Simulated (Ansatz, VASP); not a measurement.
Zn2B3 in VASP and in Ansatz

```xyz
10
Lattice="2.4182 -2.4964 0.0000 2.4182 2.4964 0.0000 0.0000 0.0000 9.6248" Properties=species:S:1:pos:R:3 pbc="T T T"
Zn    3.6293    0.0002    2.4062
Zn    1.2071   -0.0002    7.2186
Zn    1.2071    0.0002    2.4062
Zn    3.6293   -0.0002    7.2186
B     3.2245    0.0000    0.0000
B     1.6119    0.0000    4.8124
B     1.6119    0.0000    0.0000
B     3.2245    0.0000    4.8124
B     0.0000    0.0000    0.0000
B     0.0000    0.0000    4.8124
```

Alike in both runs: functional PBE; k mesh 5 × 5 × 2; occupations gaussian, width 0.2 eV; no spin polarisation.

Ansatz relaxed the structure, and its values are those at the end. VASP's run is a single point on that final structure, the one shown.

```csv
,VASP,Ansatz
version,VASP 6.6.1,Ansatz 0.2.0
potentials or method,"VASP PAW PBE potentials, release 64 (Zn, B), cutoff 500 eV","scalar-relativistic, plane waves, PAW"
valence electrons in the cell,66,66
```

|  | VASP | Ansatz | Ansatz less VASP |
| --- | --- | --- | --- |
| gap on the k mesh at the Fermi level (eV) | none | none | - |
| pressure (GPa) | 0.5 | 0.3 | -0.25 |
| rms of the force components (eV/Å) | 0.006 | 0.004 | -0.0014 |

A gap of «none» marks a metal or a gap that the smearing closes. With one functional, cell and mesh, what is left measures potentials, basis and numerics.

The k mesh is coarse, so the values compare programs but aren't converged.
